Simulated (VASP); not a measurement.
Crystal: Al5As.

```
Al As
1.0
     4.25558    0.00000    0.00000
    -2.12779    3.68544    0.00000
     0.00000    0.00000    7.90457
Al As
5 1
Cartesian
  0.0000 2.4570 1.5212
  0.0000 2.4570 6.3834
  2.1278 1.2285 6.3834
  2.1278 1.2285 1.5212
  0.0000 0.0000 3.9523
  0.0000 0.0000 0.0000
```

The cell was built from a structure type or drawn by symmetry, and may not be a known phase.

- Program: VASP 6.6.1
- Task: relaxation of cell and atoms
- Functional: PBE
- Potentials or basis: VASP PAW PBE potentials, release 64 (Al, As)
- Cutoff: 600 eV
- k mesh: 6 × 6 × 2
- Occupations: gaussian, width 0.1 eV
- Spin: no spin polarisation

At the start: pressure 5.2 GPa; volume 20.66 Å³/atom.

Problem. Where does the relaxation end?

Solution. Over 15 steps the energy falls by 310.0 meV/atom and the volume is 18.04 Å³/atom (-12.7 %); space group P6/mmm (No. 191, to 0.1 Å) before and after.

The path:
```
step  energy change (eV)  largest force (eV/Å)  pressure (GPa)  volume (Å³)
   1              0.0000                0.8087            5.15       123.97
   2             -0.5000                0.3718           -2.32       136.04
   3             -0.5148                0.2129           -4.13       140.56
   4             -0.9834                0.2058           -4.87       134.86
   5             -1.2987                0.6278           -4.95       127.20
   6             -1.6352                0.7181           -0.08       112.42
   7             -1.6448                0.7547            1.30       109.45
   8             -1.7657                0.3484            1.27       109.17
   9             -1.7686                0.2853            1.37       109.08
  10             -1.8197                0.1661           -0.93       111.72
  11             -1.8213                0.1453           -1.37       112.29
  12             -1.8470                0.1227           -0.87       110.50
  13             -1.8580                0.0336           -0.06       108.53
  14             -1.8595                0.0054            0.36       108.12
  15             -1.8599                0.0070            0.23       108.24
```

Final structure:
```
CELL_PARAMETERS angstrom
4.51052 0.00000 0.00000
-2.25526 3.90622 0.00000
0.00000 0.00000 6.14355
ATOMIC_POSITIONS crystal
Al 0.33333 0.66667 0.24503
Al 0.33333 0.66667 0.75497
Al 0.66667 0.33333 0.75497
Al 0.66667 0.33333 0.24503
Al 0.00000 0.00000 0.50000
As 0.00000 0.00000 0.00000
```

Caveat: the k points lie up to 0.51 Å⁻¹ apart in the final cell, too coarse for converged energies and pressures of a metal; a cell axis changed by over 15 % at a fixed basis, so the end point is rough.
